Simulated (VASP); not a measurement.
# SiNi2 (Pnma) in VASP: a series of runs

The runs below take SiNi2 through single point, with PBE.

All numbers are computed with VASP 6.6.1; they aren't measurements. Logs are shortened: lines on timing, memory, paths and dates and some standing lists are left out, and cuts for length are marked.

## 1. The cell of the first run

The structure is orthorhombic, space group Pnma (No. 62). The conventional cell has a = 5.090 Å, b = 3.868 Å, c = 6.699 Å, α = 90.00°, β = 90.00°, γ = 90.00°. Within 2.9 Å of Si (site symmetry m) lie 10 Ni at 2.23 to 2.80 Å. Within 3.1 Å of Ni (site symmetry m) lie 6 Si at 2.31 to 3.08 Å and 8 Ni at 2.51 to 2.67 Å. Within 2.9 Å of Ni (site symmetry m) lie 5 Si at 2.23 to 2.80 Å and 8 Ni at 2.51 to 2.76 Å.

## 2. Single point, PBE

The input, INCAR:

```
  PREC = Accurate
  ENCUT = 520
  EDIFF = 1E-7
  ISMEAR = 0
  SIGMA = 0.1
  LREAL = False
  LASPH = True
  NELM = 100
  ALGO = Fast
  ISIF = 2
  LWAVE = False
  LCHARG = False
  GGA = PE
  NBANDS = 60
```

The input, KPOINTS:

```
Automatic mesh
0
Gamma
  9 5 7
```

The input, POSCAR:

```
SiNi2
1.0
    3.8679403878      0.0000000000      0.0000000000
    0.0000000000      6.6994692723      0.0000000000
    0.0000000000      0.0000000000      5.0895123895
Si Ni
4 8
Direct
    0.2500000000      0.6042043122      0.2794252917
    0.7500000000      0.3957956878      0.7205747083
    0.2500000000      0.8957956878      0.7794252917
    0.7500000000      0.1042043122      0.2205747083
    0.2500000000      0.2926163795      0.4735308854
    0.7500000000      0.7073836205      0.5264691146
    0.2500000000      0.2073836205      0.9735308854
    0.7500000000      0.7926163795      0.0264691146
    0.2500000000      0.9350744817      0.3262104970
    0.7500000000      0.0649255183      0.6737895030
    0.2500000000      0.5649255183      0.8262104970
    0.7500000000      0.4350744817      0.1737895030
```

Potentials or basis: VASP PAW PBE potentials, release 64 (Si, Ni).

Run with:

```console
$ cat potpaw_PBE.64/Si/POTCAR potpaw_PBE.64/Ni/POTCAR > POTCAR
$ mpirun -np 1 vasp_std > vasp.out
```

OUTCAR:

```text
PREC = Accurate
   ENCUT = 520
   EDIFF = 1E-7
   ISMEAR = 0
   LREAL = False
   LASPH = True
   NELM = 100
   ISIF = 2
   GGA = PE

 ion  position               nearest neighbor table
   1  0.250  0.604  0.279-   9 2.23  12 2.31  12 2.31   5 2.31  11 2.32   6 2.41   6 2.41   8 2.64
                             8 2.64  11 2.80   7 3.08
   2  0.750  0.396  0.721-  10 2.23  11 2.31  11 2.31   6 2.31  12 2.32   5 2.41   5 2.41   7 2.64
                             7 2.64  12 2.80   8 3.08
   3  0.250  0.896  0.779-  11 2.23  10 2.31  10 2.31   7 2.31   9 2.32   8 2.41   8 2.41   6 2.64
                             6 2.64   9 2.80   5 3.08
   4  0.750  0.104  0.221-  12 2.23   9 2.31   9 2.31   8 2.31  10 2.32   7 2.41   7 2.41   5 2.64
                             5 2.64  10 2.80   6 3.08
   5  0.250  0.293  0.474-   1 2.31   2 2.41   2 2.41   9 2.51  11 2.56   7 2.61   7 2.61  12 2.64
                            12 2.64   4 2.64   4 2.64  10 2.67  10 2.67   3 3.08
   6  0.750  0.707  0.526-   2 2.31   1 2.41   1 2.41  10 2.51  12 2.56   8 2.61   8 2.61  11 2.64
                            11 2.64   3 2.64   3 2.64   9 2.67   9 2.67   4 3.08
   7  0.250  0.207  0.974-   3 2.31   4 2.41   4 2.41  11 2.51   9 2.56   5 2.61   5 2.61  10 2.64
                            10 2.64   2 2.64   2 2.64  12 2.67  12 2.67   1 3.08
   8  0.750  0.793  0.026-   4 2.31   3 2.41   3 2.41  12 2.51  10 2.56   6 2.61   6 2.61   9 2.64
                             9 2.64   1 2.64   1 2.64  11 2.67  11 2.67   2 3.08
   9  0.250  0.935  0.326-   1 2.23   4 2.31   4 2.31   3 2.32   5 2.51   7 2.56   8 2.64   8 2.64
                             6 2.67   6 2.67  10 2.76  10 2.76   3 2.80
  10  0.750  0.065  0.674-   2 2.23   3 2.31   3 2.31   4 2.32   6 2.51   8 2.56   7 2.64   7 2.64
                             5 2.67   5 2.67   9 2.76   9 2.76   4 2.80
  11  0.250  0.565  0.826-   3 2.23   2 2.31   2 2.31   1 2.32   7 2.51   5 2.56   6 2.64   6 2.64
                             8 2.67   8 2.67  12 2.76  12 2.76   1 2.80
  12  0.750  0.435  0.174-   4 2.23   1 2.31   1 2.31   2 2.32   8 2.51   6 2.56   5 2.64   5 2.64
                             7 2.67   7 2.67  11 2.76  11 2.76   2 2.80

  LATTYP: Found a simple orthorhombic cell.
 ALAT       =     3.8679403878
 B/A-ratio  =     1.3158197592
 C/A-ratio  =     1.7320508076

  Lattice vectors:

 A1 = (  -3.8679403878,   0.0000000000,   0.0000000000)
 A2 = (   0.0000000000,   0.0000000000,   5.0895123895)
 A3 = (   0.0000000000,   6.6994692723,   0.0000000000)

Analysis of symmetry for initial positions (statically):
=====================================================================
 Subroutine PRICEL returns:
 Original cell was already a primitive cell.

 Routine SETGRP: Setting up the symmetry group for a
 simple orthorhombic supercell.

 Subroutine GETGRP returns: Found  8 space group operations
 (whereof  2 operations were pure point group operations)
 out of a pool of  8 trial point group operations.

The static configuration has the point symmetry S_2 .
 The point group associated with its full space group is D_2h.

Analysis of symmetry for dynamics (positions and initial velocities):
=====================================================================
 Subroutine PRICEL returns:
 Original cell was already a primitive cell.

 Routine SETGRP: Setting up the symmetry group for a
 simple orthorhombic supercell.

 Subroutine GETGRP returns: Found  8 space group operations
 (whereof  2 operations were pure point group operations)
 out of a pool of  8 trial point group operations.

The dynamic configuration has the point symmetry S_2 .
 The point group associated with its full space group is D_2h.

 Subroutine INISYM returns: Found  8 space group operations
 (whereof  2 operations are pure point group operations),
 and found     1 'primitive' translations

----------------------------------------------------------------------------------------

                                     Primitive cell

  volume of cell :     131.8853

  direct lattice vectors                    reciprocal lattice vectors
     3.867940388  0.000000000  0.000000000     0.258535525  0.000000000  0.000000000
     0.000000000  6.699469272  0.000000000     0.000000000  0.149265555  0.000000000
     0.000000000  0.000000000  5.089512390     0.000000000  0.000000000  0.196482477

  length of vectors
     3.867940388  6.699469272  5.089512390     0.258535525  0.149265555  0.196482477

  position of ions in fractional coordinates (direct lattice)
     0.250000000  0.604204312  0.279425292
     0.750000000  0.395795688  0.720574708
     0.250000000  0.895795688  0.779425292
     0.750000000  0.104204312  0.220574708
     0.250000000  0.292616379  0.473530885
     0.750000000  0.707383621  0.526469115
     0.250000000  0.207383621  0.973530885
     0.750000000  0.792616379  0.026469115
     0.250000000  0.935074482  0.326210497
     0.750000000  0.064925518  0.673789503
     0.250000000  0.564925518  0.826210497
     0.750000000  0.435074482  0.173789503

  ion indices of the primitive-cell ions
   primitive index   ion index
                 1           1
                 2           2
                 3           3
                 4           4
                 5           5
                 6           6
                 7           7
                 8           8
                 9           9
                10          10
                11          11
                12          12

----------------------------------------------------------------------------------------

 KPOINTS: Automatic mesh

Automatic generation of k-mesh.
 Grid dimensions read from file:
 generate k-points for:    9    5    7

 Generating k-lattice:

  Cartesian coordinates                     Fractional coordinates (reciprocal lattice)
     0.028726169  0.000000000  0.000000000     0.111111111  0.000000000  0.000000000
     0.000000000  0.029853111  0.000000000     0.000000000  0.200000000  0.000000000
     0.000000000  0.000000000  0.028068925     0.000000000  0.000000000  0.142857143

  Length of vectors
     0.028726169  0.029853111  0.028068925

  Shift w.r.t. Gamma in fractional coordinates (k-lattice)
     0.000000000  0.000000000  0.000000000

 Subroutine IBZKPT returns following result:
 ===========================================

 Found     60 irreducible k-points:

 Following reciprocal coordinates:
            Coordinates               Weight
  0.000000  0.000000  0.000000      1.000000
  0.111111  0.000000  0.000000      2.000000
  0.222222  0.000000  0.000000      2.000000
  0.333333  0.000000  0.000000      2.000000
  0.444444  0.000000  0.000000      2.000000
  0.000000  0.200000  0.000000      2.000000
[... 16 lines left out ...]
  0.222222  0.200000  0.142857      8.000000
  0.333333  0.200000  0.142857      8.000000
 [... further k-points ...]
   k-points           NKPTS =     60   k-points in BZ     NKDIM =     60   number of bands    NBANDS=     60
   number of dos      NEDOS =    301   number of ions     NIONS =     12
   total plane-waves  NPLWV =  60000
   dimension x,y,z NGX =    30 NGY =   50 NGZ =   40
   dimension x,y,z NGXF=    60 NGYF=  100 NGZF=   80
   ions per type =               4   8
   NGX,Y,Z   is equivalent  to a cutoff of  12.89, 12.41, 13.07 a.u.
   NGXF,Y,Z  is equivalent  to a cutoff of  25.79, 24.81, 26.13 a.u.
 SYSTEM =  unknown system
   PREC   = accura    normal or accurate (medium, high low for compatibility)
   ISTART =      0    job   : 0-new  1-cont  2-samecut
   ICHARG =      2    charge: 1-file 2-atom 10-const
   ISPIN  =      1    spin polarized calculation?
   LNONCOLLINEAR =      F non collinear calculations
   LSORBIT =      F    spin-orbit coupling
   LASPH  =      T    aspherical Exc in radial PAW
   ENCUT  =  520.0 eV  38.22 Ry    6.18 a.u.   7.19 12.46  9.46*2*pi/ulx,y,z
   NELM   =    100;   NELMIN=  2; NELMDL= -5     # of ELM steps
   EDIFF  = 0.1E-06   stopping-criterion for ELM
   LREAL  =      F    real-space projection
   EDIFFG = 0.1E-05   stopping-criterion for IOM
   NSW    =      0    number of steps for IOM
   IBRION =     -1    ionic relax: 0-MD 1-quasi-New 2-CG
   NFREE  =      0    steps in history (QN), initial steepest desc. (CG)
   ISIF   =      2    stress and relaxation
   ISYM   =      2    0-nonsym 1-usesym 2-fastsym
   POTIM  = 0.5000    time-step for ionic-motion
   TEBEG  =    0.0;   TEEND  =   0.0 temperature during run
   PSTRESS=    0.0 pullay stress
   NELECT =      96.0000    total number of electrons
   NUPDOWN=      -1.0000    fix difference up-down
   EMIN   =  10.00;   EMAX   =-10.00  energy-range for DOS
   EFERMI =   0.00;   METHOD = LEGACY
   ISMEAR =     0;   SIGMA  =   0.10  broadening in eV -4-tet -1-fermi 0-gaus
   EFERMI_NEDOS =   21; number of points for ismear=-14 and -15
   IALGO  =     68    algorithm
   IMIX   =      4    mixing-type and parameters
     AMIX     =   0.40;   BMIX     =  1.00
     AMIX_MAG =   1.60;   BMIX_MAG =  1.00
  volume/ion in A,a.u.               =      10.99        74.17
  Fermi-wavevector in a.u.,A,eV,Ry     =   1.472651  2.782907 29.506962  2.168701
  Thomas-Fermi vector in A             =   2.587640
   LORBIT       =      0    0 simple, 1 ext, 2 COOP (PROOUT), +10 PAW based schemes
   GGA     = PE    functional components
   LHFCALC =     F    Hartree Fock is set to
   AEXX    =    0.0000 exact exchange contribution
   IVDW    =     0    specifies the selected vdW correction
   LEPSILON=     F    determine dielectric tensor
   LRPA    =     F    only Hartree local field effects (RPA)
 non-spin polarized calculation
 RMM-DIIS sequential band-by-band and
 Gauss-broadening in eV      SIGMA  =   0.10
  energy-cutoff  :      520.00
  volume of cell :      131.89
 maximum number of plane-waves:      3569
 NGX is ok and might be reduce to    30
   NGX = 15   NGY = 25   NGZ = 19

 number of electron      96.0000068 magnetization

 Free energy of the ion-electron system (eV)
  ---------------------------------------------------
  ext. energy  EPLUGINS =         0.00000000
  ---------------------------------------------------
  free energy    TOTEN  =       -71.77327945 eV

  energy without entropy =      -71.74180155  energy(sigma->0) =      -71.75754050

 E-fermi :  10.9873     XC(G=0): -12.8900

 val. band max:       10.9805327004   @ k =   0.2222   0.2000   0.4286
 cond. band min:      10.9878640569   @ k =   0.3333   0.2000   0.1429
 fundamental gap:      0.0073313566
 Fermi energy:        10.9872951650

 k-point     1 :       0.0000    0.0000    0.0000
  band No.  band energies     occupation
      1      -1.5236      2.00000
      2       1.1879      2.00000
      3       1.4842      2.00000
      4       2.7375      2.00000
      5       4.3905      2.00000
      6       4.6637      2.00000
[... 52 lines left out ...]
     59      16.0710      0.00000
     60      16.2913      0.00000

 k-point     2 :       0.1111    0.0000    0.0000
  band No.  band energies     occupation
      1      -1.4043      2.00000
      2       1.2742      2.00000
      3       1.5415      2.00000
      4       2.7660      2.00000
      5       4.4883      2.00000
      6       4.6748      2.00000
[... 52 lines left out ...]
     59      16.1279      0.00000
     60      16.2171      0.00000

 k-point     3 :       0.2222    0.0000    0.0000
  band No.  band energies     occupation
      1      -1.0518      2.00000
      2       1.5223      2.00000
      3       1.6544      2.00000
      4       2.8242      2.00000
      5       4.4900      2.00000
      6       4.7696      2.00000
[... 1312 lines left out ...]
     59      16.3890      0.00000
     60      16.5171      0.00000

 k-point    24 :       0.3333    0.2000    0.1429
  band No.  band energies     occupation
      1      -0.2596      2.00000
      2       1.2229      2.00000
      3       2.1756      2.00000
      4       2.5958      2.00000
      5       4.2540      2.00000
      6       4.7319      2.00000
[... 52 lines left out ...]
     59      16.3743      0.00000
     60      16.7395      0.00000

 [... further k-points ...]

------------------------ aborting loop because EDIFF is reached ----------------------------------------

  FORCE on cell =-STRESS in cart. coord.  units (eV):
  Direction    XX          YY          ZZ          XY          YZ          ZX
  --------------------------------------------------------------------------------------
  -------------------------------------------------------------------------------------
  Total       -3.8672412      9.8113508      0.0578799      0.0000000      0.0000000      0.0000000
  in kB      -46.9802685    119.1908832      0.7031404      0.0000000      0.0000000      0.0000000
  external PRESSURE =      24.3045850 kB  Pullay stress =       0.0000000 kB

 VOLUME and BASIS-vectors are now :
 -----------------------------------------------------------------------------
  energy-cutoff  :      520.00
  volume of cell :      131.89
      direct lattice vectors                 reciprocal lattice vectors
     3.867940388  0.000000000  0.000000000     0.258535525  0.000000000  0.000000000
     0.000000000  6.699469272  0.000000000     0.000000000  0.149265555  0.000000000
     0.000000000  0.000000000  5.089512390     0.000000000  0.000000000  0.196482477

 POSITION                                       TOTAL-FORCE (eV/Angst)
 -----------------------------------------------------------------------------------
      0.96699      4.04785      1.42214         0.000000      0.000417     -0.006742
      2.90096      2.65162      3.66737         0.000000     -0.000417      0.006742
      0.96699      6.00136      3.96689         0.000000     -0.000417     -0.006742
      2.90096      0.69811      1.12262         0.000000      0.000417      0.006742
      0.96699      1.96037      2.41004         0.000000     -0.012824     -0.002398
      2.90096      4.73909      2.67947         0.000000      0.012824      0.002398
      0.96699      1.38936      4.95480         0.000000      0.012824     -0.002398
      2.90096      5.31011      0.13471         0.000000     -0.012824      0.002398
      0.96699      6.26450      1.66025        -0.000000      0.001829     -0.000272
      2.90096      0.43497      3.42926         0.000000     -0.001829      0.000272
      0.96699      3.78470      4.20501        -0.000000     -0.001829     -0.000272
      2.90096      2.91477      0.88450         0.000000      0.001829      0.000272
 -----------------------------------------------------------------------------------
    total drift:                                0.000000      0.000000     -0.000000

  FREE ENERGIE OF THE ION-ELECTRON SYSTEM (eV)
  ---------------------------------------------------
  free  energy   TOTEN  =       -71.7732794479 eV

  energy  without entropy=      -71.7418015528  energy(sigma->0) =      -71.75754050
```

Run time: 8 min. Hardware: 1 thread of AMD EPYC 9R45 (Zen 5), shared host; peak memory 0.43 GiB.

What came out:

```
Free energy            : -71.7733 eV
Pressure               : 2.4 GPa
Largest force          : 0.013 eV/Å
Band gap on the k mesh : zero (bands 48 and 49 overlap by 1.79 eV)
```

Forces on the atoms (eV/Å):
```
Si   0.000  0.000 -0.007
Si   0.000  0.000  0.007
Si   0.000  0.000 -0.007
Si   0.000  0.000  0.007
Ni   0.000 -0.013 -0.002
Ni   0.000  0.013  0.002
Ni   0.000  0.013 -0.002
Ni   0.000 -0.013  0.002
Ni   0.000  0.002  0.000
Ni   0.000 -0.002  0.000
Ni   0.000 -0.002  0.000
Ni   0.000  0.002  0.000
```

Stress tensor (GPa, compression positive):
```
-4.70  0.00  0.00
 0.00 11.92  0.00
 0.00  0.00  0.07
```

Caveat: the stress differs along the axes, from -5 to 12 GPa.

(Part 1 of 2 ends here.)
